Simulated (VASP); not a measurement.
# H20CO12 in VASP: further runs

The runs below take H20CO12 through single point, with PBE+D3(BJ).

All numbers are computed with VASP 6.6.1; they aren't measurements. Logs are shortened: lines on timing, memory, paths and dates and some standing lists are left out, and cuts for length are marked.

### Step 1. The cell of the first run

The cell holds a disordered packing, 33 atoms: a = 7.153 Å, b = 7.153 Å, c = 7.153 Å, α = 90.00°, β = 90.00°, γ = 90.00°.

### Step 2. Single point, PBE+D3(BJ)

Input file INCAR:

```
SYSTEM = H20CO12
PREC     = Accurate       ! precision mode
ENCUT    = 520            ! plane-wave cutoff, eV
EDIFF    = 1E-6           ! SCF threshold, eV
ISMEAR   = -1             ! smearing method
SIGMA    = 0.05           ! smearing width, eV
LREAL    = Auto         
LASPH    = .True.         ! aspherical terms in the spheres
NELM     = 120            ! most SCF steps
ALGO     = Normal         ! electronic algorithm
ISIF     = 2              ! what is computed and relaxed
LWAVE    = .False.        ! write WAVECAR
LCHARG   = .False.        ! write CHGCAR
GGA      = PE             ! functional
IVDW     = 12             ! dispersion correction
NBANDS   = 70             ! bands
GGA_COMPAT= .False.
```

Input file KPOINTS:

```
regular mesh
0
Gamma
  1 1 1
  0 0 0
```

Input file POSCAR:

```
H20CO12
1.0
    7.1530900000      0.0000000000      0.0000000000
    0.0000000000      7.1530900000      0.0000000000
    0.0000000000      0.0000000000      7.1530900000
O H C
12 20 1
Direct
    0.5033489024      0.3521834620      0.3911456447
    0.1388490848      0.3093208669      0.3575098314
    0.4000229272      0.0856273303      0.8693026370
    0.5361459174      0.7156487616      0.3921661827
    0.7692200154      0.2906156640      0.0896815223
    0.8535472083     -0.0056618888      0.3221964214
    0.7107138314      1.2134615949      0.6838862645
    0.0198236007      0.6431066854      0.1660680909
    0.2307394427      0.9344912478      0.5584160132
    0.6473705769      0.7520106695     -0.0074233653
    0.2856248139      0.5249339796      0.7857443427
   -0.0293439618      0.5935057437      0.7150336428
    0.5697957107      0.2813189824      0.2874142503
    0.5541661016      0.3121727813      0.5071794148
    0.2774744900      0.3258172342      0.3639825586
    0.1192072237      0.1778112676      0.3836383996
    0.3343729773      0.0128056546      0.7693598151
    0.4583333916     -0.0163985075      0.9475904819
    0.5662308177      0.5811334682      0.3899433671
    0.6447563221      0.7906093730      0.3909219652
    0.8310254729      0.4068032137      0.1074920070
    0.7298663934      0.2847161157     -0.0417022573
    0.8457463837      0.0961542494      0.2361916319
    0.9221609123     -0.1063037093      0.2622363202
    0.8014158916      1.1407098191      0.6207806696
    0.6121130868      1.1320282563      0.7281049169
    0.0531238947      0.5146586999      0.2070573696
   -0.0931485554      0.6532281853      0.0890803834
    0.1057305304      0.9047558468      0.5303022889
    0.3088874878      0.8547075460      0.4811906463
    0.5714173875      0.7107557713      0.1003482411
    0.6093031124      0.6690395340     -0.1046680525
    0.1273156077      0.5520830858      0.7511019713
```

Potentials or basis: VASP PAW PBE potentials, release 64 (O, H, C).

Launch:

```
> cat potpaw_PBE.64/O/POTCAR potpaw_PBE.64/H/POTCAR potpaw_PBE.64/C/POTCAR > POTCAR
> mpirun -np 1 vasp_gam > vasp.out
```

OUTCAR:

```text
SYSTEM = H20CO12
   PREC = Accurate
   ENCUT = 520
   EDIFF = 1E-6
   ISMEAR = -1
   LREAL = Auto
   LASPH = .True.
   NELM = 120
   ISIF = 2
   GGA = PE
   IVDW = 12
 IVDW          = 12

 ion  position               nearest neighbor table
   1  0.503  0.352  0.391-  14 0.95  13 1.02
   2  0.139  0.309  0.358-  16 0.97  15 1.00
   3  0.400  0.086  0.869-  17 1.00  18 1.01
   4  0.536  0.716  0.392-  20 0.94  19 0.99
   5  0.769  0.291  0.090-  21 0.95  22 0.98
   6  0.854  0.994  0.322-  23 0.95  24 0.97
   7  0.711  0.213  0.684-  25 0.95  26 0.97
   8  0.020  0.643  0.166-  28 0.98  27 0.99
   9  0.231  0.934  0.558-  29 0.94  30 0.97
  10  0.647  0.752  0.993-  32 0.95  31 0.99
  11  0.286  0.525  0.786-  33 1.18
  12  0.971  0.594  0.715-  33 1.19
  13  0.570  0.281  0.287-   1 1.02
  14  0.554  0.312  0.507-   1 0.95
  15  0.277  0.326  0.364-   2 1.00
  16  0.119  0.178  0.384-   2 0.97
[... 14 lines left out ...]
  31  0.571  0.711  0.100-  10 0.99
  32  0.609  0.669  0.895-  10 0.95
  33  0.127  0.552  0.751-  11 1.18  12 1.19

  LATTYP: Found a simple cubic cell.
 ALAT       =     7.1530900000

  Lattice vectors:

 A1 = (   7.1530900000,   0.0000000000,   0.0000000000)
 A2 = (   0.0000000000,   7.1530900000,   0.0000000000)
 A3 = (   0.0000000000,   0.0000000000,   7.1530900000)

Analysis of symmetry for initial positions (statically):
=====================================================================
 Subroutine PRICEL returns:
 Original cell was already a primitive cell.

 Routine SETGRP: Setting up the symmetry group for a
 simple cubic supercell.

 Subroutine GETGRP returns: Found  1 space group operations
 (whereof  1 operations were pure point group operations)
 out of a pool of 48 trial point group operations.

The static configuration has the point symmetry C_1 .

Analysis of symmetry for dynamics (positions and initial velocities):
=====================================================================
 Subroutine PRICEL returns:
 Original cell was already a primitive cell.

 Routine SETGRP: Setting up the symmetry group for a
 simple cubic supercell.

 Subroutine GETGRP returns: Found  1 space group operations
 (whereof  1 operations were pure point group operations)
 out of a pool of 48 trial point group operations.

The dynamic configuration has the point symmetry C_1 .

[... 138 lines left out ...]
   EDIFFG = 0.1E-04   stopping-criterion for IOM
   NSW    =      0    number of steps for IOM
   IBRION =     -1    ionic relax: 0-MD 1-quasi-New 2-CG
   NFREE  =      0    steps in history (QN), initial steepest desc. (CG)
   ISIF   =      2    stress and relaxation
   ISYM   =      2    0-nonsym 1-usesym 2-fastsym
   POTIM  = 0.5000    time-step for ionic-motion
   TEBEG  =    0.0;   TEEND  =   0.0 temperature during run
   PSTRESS=    0.0 pullay stress
   NELECT =      96.0000    total number of electrons
   NUPDOWN=      -1.0000    fix difference up-down
   EMIN   =  10.00;   EMAX   =-10.00  energy-range for DOS
   EFERMI =   0.00;   METHOD = LEGACY
   ISMEAR =    -1;   SIGMA  =   0.05  broadening in eV -4-tet -1-fermi 0-gaus
   EFERMI_NEDOS =   21; number of points for ismear=-14 and -15
   IALGO  =     38    algorithm
   IMIX   =      4    mixing-type and parameters
     AMIX     =   0.40;   BMIX     =  1.00
     AMIX_MAG =   1.60;   BMIX_MAG =  1.00
  volume/ion in A,a.u.               =      11.09        74.85
  Fermi-wavevector in a.u.,A,eV,Ry     =   1.047944  1.980328 14.941746  1.098187
  Thomas-Fermi vector in A             =   2.182846
   LORBIT       =      0    0 simple, 1 ext, 2 COOP (PROOUT), +10 PAW based schemes
   GGA     = PE    functional components
   LHFCALC =     F    Hartree Fock is set to
   AEXX    =    0.0000 exact exchange contribution
   IVDW    =    12    specifies the selected vdW correction
   LEPSILON=     F    determine dielectric tensor
   LRPA    =     F    only Hartree local field effects (RPA)
 non-spin polarized calculation
  energy-cutoff  :      520.00
  volume of cell :      366.00
 maximum number of plane-waves:      4898
 NGX is ok and might be reduce to    54
   NGX = 27   NGY = 27   NGZ = 27

 number of electron      95.9999984 magnetization

 Free energy of the ion-electron system (eV)
  ---------------------------------------------------
  ext. energy  EPLUGINS =         0.00000000
  ---------------------------------------------------
  free energy    TOTEN  =      -168.70675886 eV

  energy without entropy =     -168.70675886  energy(sigma->0) =     -168.70675886

 E-fermi :  -2.3223     XC(G=0):  -6.6983

 val. band max:       -3.5128290817   @ k =   0.0000   0.0000   0.0000
 cond. band min:       0.9449175381   @ k =   0.0000   0.0000   0.0000
 fundamental gap:      4.4577466198
 Fermi energy:        -2.3223309935

 k-point     1 :       0.0000    0.0000    0.0000
  band No.  band energies     occupation
      1     -25.5693      2.00000
      2     -24.5418      2.00000
      3     -22.9391      2.00000
      4     -22.6683      2.00000
      5     -22.6522      2.00000
      6     -22.5982      2.00000
[... 52 lines left out ...]
     59       5.7382      0.00000
     60       5.9715      0.00000
 [bands above 60 left out]

------------------------ aborting loop because EDIFF is reached ----------------------------------------

 Edisp (eV)   -1.13312

 E8    (eV) :    -0.2379

  FORCE on cell =-STRESS in cart. coord.  units (eV):
  Direction    XX          YY          ZZ          XY          YZ          ZX
  --------------------------------------------------------------------------------------
  -------------------------------------------------------------------------------------
  Total       1.53097     2.48373     0.24174     3.37729    -0.25650     0.33533
  in kB       6.70188    10.87263     1.05820    14.78420    -1.12285     1.46791
  external pressure =        6.21 kB  Pullay stress =        0.00 kB

 VOLUME and BASIS-vectors are now :
 -----------------------------------------------------------------------------
  energy-cutoff  :      520.00
  volume of cell :      366.00
      direct lattice vectors                 reciprocal lattice vectors
     7.153090000  0.000000000  0.000000000     0.139799723  0.000000000  0.000000000
     0.000000000  7.153090000  0.000000000     0.000000000  0.139799723  0.000000000
     0.000000000  0.000000000  7.153090000     0.000000000  0.000000000  0.139799723

 POSITION                                       TOTAL-FORCE (eV/Angst)
 -----------------------------------------------------------------------------------
      3.60050      2.51920      2.79790         0.014900     -0.101733     -2.786840
      0.99320      2.21260      2.55730         0.048726      0.596222     -0.191146
      2.86140      0.61250      6.21820         0.635352     -1.485063      0.294343
      3.83510      5.11910      2.80520        -1.617277     -0.254605     -0.287983
      5.50230      2.07880      0.64150        -0.907890     -1.097697     -0.046065
      6.10550      7.11259      2.30470        -0.003997     -1.069810      1.598093
[... 25 lines left out ...]
      4.35840      4.78570      6.40439        -0.259518     -0.582096     -0.969867
      0.91070      3.94910      5.37270        -0.528170      0.760522     -0.285066
 -----------------------------------------------------------------------------------
    total drift:                               -0.015702      0.000831     -0.000015

  FREE ENERGIE OF THE ION-ELECTRON SYSTEM (eV)
  ---------------------------------------------------
  free  energy   TOTEN  =      -169.8398763777 eV

  energy  without entropy=     -169.8398763776  energy(sigma->0) =     -169.83987638
```

OSZICAR:

```text
N       E                     dE             d eps       ncg     rms          rms(c)
DAV:   1     0.776872933457E+03    0.77687E+03   -0.52842E+04   148   0.126E+03
DAV:   2    -0.113168031264E+03   -0.89004E+03   -0.85553E+03   178   0.314E+02
DAV:   3    -0.184717955192E+03   -0.71550E+02   -0.71092E+02   176   0.951E+01
DAV:   4    -0.185782242149E+03   -0.10643E+01   -0.10606E+01   176   0.130E+01
DAV:   5    -0.185799449121E+03   -0.17207E-01   -0.17192E-01   168   0.159E+00    0.258E+01
DAV:   6    -0.169205061926E+03    0.16594E+02   -0.54842E+01   168   0.278E+01    0.996E+00
DAV:   7    -0.168906641432E+03    0.29842E+00   -0.24491E+00   168   0.542E+00    0.622E+00
DAV:   8    -0.168711300935E+03    0.19534E+00   -0.52062E-01   176   0.322E+00    0.925E-01
DAV:   9    -0.168703000317E+03    0.83006E-02   -0.53544E-02   176   0.987E-01    0.368E-01
DAV:  10    -0.168706489353E+03   -0.34890E-02   -0.17477E-02   160   0.574E-01    0.189E-01
DAV:  11    -0.168706702855E+03   -0.21350E-03   -0.17839E-03   176   0.243E-01    0.834E-02
DAV:  12    -0.168706815109E+03   -0.11225E-03   -0.10218E-03   152   0.178E-01    0.392E-02
DAV:  13    -0.168706777023E+03    0.38086E-04   -0.19552E-04   192   0.728E-02    0.179E-02
DAV:  14    -0.168706764756E+03    0.12267E-04   -0.55050E-05   152   0.296E-02    0.119E-02
DAV:  15    -0.168706759583E+03    0.51734E-05   -0.96137E-06   200   0.217E-02    0.478E-03
DAV:  16    -0.168706758857E+03    0.72544E-06   -0.75127E-06   152   0.152E-02
   1 F= -.16983988E+03 E0= -.16983988E+03  d E =-.113464E-09
```

stdout:

```text
POSCAR found type information on POSCAR O H C
 POSCAR found :  3 types and      33 ions
 scaLAPACK will be used
 LDA part: xc-table for (Slater+PW92), standard interpolation
 POSCAR, INCAR and KPOINTS ok, starting setup
 FFT: planning ... GRIDC
 FFT: planning ... GRID_SOFT
 FFT: planning ... GRID
 WAVECAR not read
 entering main loop
```

It took 93 s on 1 thread of AMD EPYC, shared host; peak memory 0.35 GiB.

Results:

```
Free energy                : -169.8399 eV
Pressure                   : 0.6 GPa
Largest force              : 2.789 eV/Å
Band gap on the k mesh     : 4.46 eV
Dispersion energy per atom : -0.034 eV
```

Forces on the atoms (eV/Å):
```
O    0.015 -0.102 -2.787
O    0.049  0.596 -0.191
O    0.635 -1.485  0.294
O   -1.617 -0.255 -0.288
O   -0.908 -1.098 -0.046
O   -0.004 -1.070  1.598
O   -0.341  1.535  0.488
O    0.153  0.302  0.089
O    1.316  0.628  0.523
O    0.056  0.265  1.011
O   -0.194 -0.264 -0.001
O    0.794 -0.512  0.239
H   -0.424  0.851  1.031
H    1.009 -0.797  1.545
H   -0.296 -0.078  0.115
H   -0.078 -0.161 -0.021
H   -0.009  0.417  0.270
H   -0.456  0.896 -0.682
H   -0.157 -0.143  0.157
H    1.524  0.923  0.012
H    0.549  0.904  0.118
H    0.214 -0.109 -0.137
H   -0.115  1.025 -1.142
H    0.240 -0.293 -0.276
H    0.955 -0.846 -0.769
H   -0.903 -0.629  0.572
H   -0.253  0.160  0.053
H    0.050 -0.237 -0.012
H   -1.691 -0.435 -0.360
H    0.522 -0.455 -0.275
H    0.153  0.286  0.125
H   -0.260 -0.582 -0.970
C   -0.528  0.761 -0.285
```

Stress tensor (GPa, compression positive):
```
 0.67  1.48  0.15
 1.48  1.09 -0.11
 0.15 -0.11  0.11
```

Levels at points of the mesh, in eV from the valence-band top:
```
           k point  band 45  band 46  band 47  band 48  band 49  band 50  band 51  band 52
(0.00, 0.00, 0.00)    -0.64    -0.55    -0.33     0.00     4.46     6.17     6.31     7.34
```

Caveat: the k points lie up to 0.88 Å⁻¹ apart.

### Step 3. Single point, PBE+D3(BJ)

Input file INCAR:

```
SYSTEM = H20CO12
PREC = Accurate
ENCUT = 520
EDIFF = 1E-6
ISMEAR = -1
SIGMA = 0.05
LREAL = Auto
LASPH = .TRUE.
NELM = 100
ALGO = Normal
ISIF = 2
LWAVE = .FALSE.
LCHARG = .FALSE.
GGA = PE
IVDW = 12
NBANDS = 70
```

Input file KPOINTS:

```
regular mesh
0
G
  1 1 1
  0 0 0
```

Input file POSCAR:

```
H20CO12
1.0
    7.1530900000      0.0000000000      0.0000000000
    0.0000000000      7.1530900000      0.0000000000
    0.0000000000      0.0000000000      7.1530900000
O H C
12 20 1
Direct
    0.4990531257      0.3762428237      0.3901872687
    0.0411517202      0.3486155657      0.3202084115
    0.4086178342      0.0421162825      0.8526533972
    0.4826432828      0.7499176012      0.3752019813
    0.7344916010      0.3459793151      0.0538695385
    0.8680624742     -0.0236865482      0.3822309000
    0.6947647912      1.1890601397      0.6828140005
   -0.0015088589      0.7360564114      0.1227359841
    0.2245378345      1.0111430043      0.5184425909
    0.6324066431      0.7399399766      0.0187834125
    0.2845253171      0.6122215299      0.7998763488
   -0.0140213977      0.5806550172      0.6699628542
    0.5628368264      0.3380398282      0.2748122852
    0.5660537820      0.3118772657      0.4929665027
    0.1591866655      0.2850045391      0.3522836665
   -0.0026877997      0.3994154228      0.4390736059
    0.3219996778      0.0161722670      0.7479494134
    0.4518823654     -0.0796948704      0.8990003893
    0.4849298372      0.6106811365      0.3965194397
    0.5914848082      0.7965116760      0.4441806759
    0.8588406290      0.3385246451      0.1105346249
    0.7442720982      0.2797274990     -0.0670552949
    0.8901140795      0.1001606522      0.3267587875
    0.9167797805     -0.1130136112      0.2850165133
    0.7619817820      1.0900718206      0.6163455906
    0.5848100275      1.1246630003      0.7447080844
    0.0283919272      0.6149868464      0.1794447196
   -0.1309555852      0.7229010102      0.0715245541
    0.0934746855      0.9807183256      0.4858026273
    0.3011200233      0.9172671583      0.4520868866
    0.5743536317      0.7525444389      0.1445939010
    0.6251383362      0.6053839598     -0.0053229589
    0.1349405540      0.5975166712      0.7372739977
```

Potentials or basis: VASP PAW PBE potentials, release 64 (O, H, C).

Launch:

```
> cat potpaw_PBE.64/O/POTCAR potpaw_PBE.64/H/POTCAR potpaw_PBE.64/C/POTCAR > POTCAR
> mpirun -np 1 vasp_gam > vasp.out
```

Run time: 80 s. Hardware: 1 thread of AMD EPYC 7R43 (Zen 3), shared host; peak memory 0.32 GiB.

Results (log left out):

| Item | Value |
| --- | --- |
| Free energy | -170.8296 eV |
| Pressure | -0.3 GPa |
| Largest force | 0.698 eV/Å |
| Band gap on the k mesh | 4.75 eV |
| Dispersion energy per atom | -0.034 eV |

Forces on the atoms (eV/Å):
```
O   -0.047  0.064  0.009
O    0.098 -0.062  0.004
O    0.083 -0.099  0.043
O    0.244  0.003  0.190
O    0.089 -0.086 -0.099
O    0.038  0.115 -0.072
O    0.138  0.135 -0.118
O   -0.118 -0.083  0.095
O   -0.016 -0.103  0.046
O   -0.035  0.025 -0.021
O    0.626 -0.003  0.308
O   -0.463 -0.082 -0.200
H    0.017  0.020 -0.121
H    0.018 -0.034  0.117
H   -0.028  0.063 -0.099
H   -0.056  0.046  0.025
H   -0.098  0.029 -0.137
H    0.070 -0.018  0.073
H   -0.047 -0.047 -0.056
H   -0.103  0.073 -0.189
H   -0.023  0.047  0.061
H   -0.124  0.047 -0.015
H   -0.072 -0.073  0.083
H    0.013 -0.131  0.015
H    0.035  0.037  0.009
H   -0.212 -0.043  0.135
H    0.052  0.043 -0.009
H   -0.011  0.093 -0.026
H   -0.006  0.061  0.053
H    0.095 -0.001  0.008
H   -0.059  0.054  0.066
H    0.028 -0.125 -0.064
C   -0.122  0.039 -0.114
```

Stress tensor (GPa, compression positive):
```
 0.24  0.71  0.33
 0.71 -0.47  0.22
 0.33  0.22 -0.61
```

Levels at points of the mesh, in eV from the valence-band top:
```tsv
k point	band 44	band 45	band 46	band 47	band 48	band 49	band 50	band 51	band 52	band 53
(0.00, 0.00, 0.00)	-0.48	-0.35	-0.21	-0.09	0.00	4.75	6.30	6.35	7.47	7.73
```

Caveat: the k points lie up to 0.88 Å⁻¹ apart.

[end of part 1 of 2]
